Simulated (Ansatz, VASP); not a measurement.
# CaO in VASP and in Ansatz

```
Ca O
1.0
     3.88081    0.00000    0.00000
    -1.94041    3.36088    0.00000
     0.00000    0.00000    5.25617
Ca O
2 2
Direct
  0.33333 0.66667 0.75000
  0.66667 0.33333 0.25000
  0.33333 0.66667 0.25000
  0.66667 0.33333 0.75000
```

Alike in both runs: task single point; functional PBE; k mesh 9 × 9 × 6; occupations gaussian, width 0.05 eV; no spin polarisation.

```csv
,VASP,Ansatz
version,VASP 6.6.1,Ansatz 0.2.0
potentials or method,"VASP PAW PBE potentials, release 64 (Ca_sv, O), cutoff 520 eV","scalar-relativistic, plane waves, PAW"
valence electrons in the cell,32,32
```

```csv
,VASP,Ansatz,Ansatz less VASP
gap on the k mesh at the Fermi level (eV),3.15,3.15,+0.009
least direct gap on the mesh (eV),3.15,3.15,+0.009
pressure (GPa),0.1,-0.4,-0.47
"traceless stress, the component that is largest in VASP (GPa)",-7.38,-7.05,+0.326
```
